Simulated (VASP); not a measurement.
A run of VASP 6.6.1 is set up as follows.

Contents of INCAR:

```
PREC = Accurate ; ENCUT = 520
EDIFF = 1E-6 ; ISMEAR = 0
SIGMA = 0.05 ; LREAL = Auto
LASPH = True ; NELM = 100
ALGO = Normal ; ISIF = 2
LWAVE = False ; LCHARG = True
GGA = PS ; LELF = True
LVHAR = True ; NBANDS = 58
```

The input KPOINTS:

```
regular mesh
0
Gamma
  1 1 9
```

POSCAR

```
InSbH3
1.0
   15.9000000000      0.0000000000      0.0000000000
    0.0000000000     17.8000000000      0.0000000000
    0.0000000000      0.0000000000      6.3396458822
In Sb H
4 4 12
Direct
    0.6740573496      0.5000000000      0.0000000000
    0.4625082972      0.5000000000      0.5000000000
    0.4379834201      0.3007605483     -0.0579853085
    0.4379834201      0.6992394517      0.0579853085
    0.3644144874      0.5989589379      0.7495919005
    0.3644144874      0.4010410621      0.2504080995
    0.5516616760      0.5894618100      0.2168686255
    0.5516616760      0.4105381900      0.7831313745
    0.7200173238      0.5558198903      0.8103985606
    0.7200173238      0.4441801097      0.1896014394
    0.2898007285      0.5441425119      0.8676778042
    0.2971112321      0.6434871600      0.5818559903
    0.2898007285      0.4558574881      0.1323221958
    0.2971112321      0.3565128400      0.4181440097
    0.6074355029      0.6393879593      0.4000610805
    0.3603700573      0.2858302462      0.7563746661
    0.4910249107      0.2366091319      0.0945015749
    0.3603700573      0.7141697538      0.2436253339
    0.4910249107      0.7633908681      0.9054984251
    0.6074355029      0.3606120407      0.5999389195
```

Potentials or basis: VASP PAW PBE potentials, release 64 (In_d, Sb, H).

Launch:

```bash
$ cat potpaw_PBE.64/In_d/POTCAR potpaw_PBE.64/Sb/POTCAR potpaw_PBE.64/H/POTCAR > POTCAR
$ mpirun -np 1 vasp_std > vasp.out
```

**Question.** What does it give for the band gap on the k mesh?

**Answer.** 3.13 eV (least direct gap 3.16 eV).

**Question.** Estimate the largest force.

**Answer.** 0.160 eV/Å.

Forces on the atoms (eV/Å):
```
In   0.026  0.000  0.000
In  -0.015  0.000  0.000
In  -0.011  0.001 -0.008
In  -0.011 -0.001  0.008
Sb   0.156  0.005  0.037
Sb   0.156 -0.005 -0.037
Sb  -0.058 -0.059 -0.090
Sb  -0.058  0.059  0.090
H   -0.010 -0.011  0.015
H   -0.010  0.011 -0.015
H   -0.083 -0.068  0.047
H   -0.071  0.056 -0.076
H   -0.083  0.068 -0.047
H   -0.071 -0.056  0.076
H    0.055  0.061  0.077
H    0.015  0.011  0.018
H    0.001 -0.004  0.003
H    0.015 -0.011 -0.018
H    0.001  0.004 -0.003
H    0.055 -0.061 -0.077
```

Caveat: the PAW data sets were made with another functional, which shifts forces and pressure a little; spin-orbit coupling is left out, which moves the levels of the heavy elements.
